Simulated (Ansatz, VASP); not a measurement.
Two plane-wave programs on Au

The input POSCAR:

```
Au
1.0
    0.0000000000      2.0639801424      2.0639801424
    2.0639801424      0.0000000000      2.0639801424
    2.0639801424      2.0639801424      0.0000000000
Au
1
Direct
    0.0000000000      0.0000000000      0.0000000000
```

Contents of INCAR.step1:

```
SYSTEM = Au
ALGO = Normal ; EDIFF = 1E-4
ENCUT = 600 ; GGA = PE
ISMEAR = 0 ; LASPH = .True.
LCHARG = .False. ; LREAL = .False.
LWAVE = .True. ; NELM = 100
PREC = Accurate ; SIGMA = 0.1
```

Contents of INCAR.step2:

```
SYSTEM = Au
ALGO = Normal ; EDIFF = 1E-7
EDIFFG = -0.01 ; ENCUT = 600
IBRION = 2 ; ISIF = 3
ISMEAR = 0 ; ISTART = 1
LASPH = .True. ; LCHARG = .False.
LMIXTAU = .True. ; LREAL = .False.
LWAVE = .False. ; METAGGA = R2SCAN
NELM = 100 ; NSW = 80
PREC = Accurate ; SIGMA = 0.1
```

Contents of KPOINTS:

```
k-points
0
Gamma
  18 18 18
  0 0 0
```

Input for Ansatz:

```yaml
crystal:
  lattice:
    - [0.0, 2.0639801424, 2.0639801424]
    - [2.0639801424, 0.0, 2.0639801424]
    - [2.0639801424, 2.0639801424, 0.0]
  atoms:
    - { symbol: Au, position: [0.0, 0.0, 0.0] }
basis:
  ecutwfc: 500
kpoints:
  mp_grid: { grid: [18, 18, 18] }
hamiltonian:
  xc: r2scan
scf:
  occupations: { method: gaussian, width: 0.1 }
output:
  forces: true
  stress: true
  eigenvalues: true
  write_density: true
  write_potential: true
  elf: true
  volumetric_format: npy
relax:
  adjacent_minimum: "off"
  f_tol: 0.01
  max_steps: 60
  cell: { stress_tol: 0.1 }
```

Alike in both runs: task relaxation of cell and atoms; functional r2SCAN; k mesh 18 × 18 × 18; occupations gaussian, width 0.1 eV; no spin polarisation.

```csv
,VASP,Ansatz
version,VASP 6.6.1,Ansatz 0.2.0
potentials or method,"VASP PAW PBE potentials, release 64 (Au), cutoff 600 eV","scalar-relativistic, plane waves, PAW"
valence electrons in the cell,11,19
```

```csv
,VASP,Ansatz,Ansatz less VASP
"gap on the k mesh at the Fermi level, each at its own relaxed structure (eV)",none,none,-
relaxed volume (Å³/atom),17.59,17.54,-0.046
relaxed cell length with the largest relative difference (Å),2.919,2.916,-0.0026
```

VASP's potentials were made for PBE, not for r2SCAN. A gap of «none» marks a metal or a gap that the smearing closes. VASP's potentials hold 11 valence electrons a cell and Ansatz's 19, so a difference there can come from the potentials and not from the codes.

Neither program's run includes spin-orbit coupling. Noted on VASP's run: the relaxation stopped at its first step, so nothing moved.
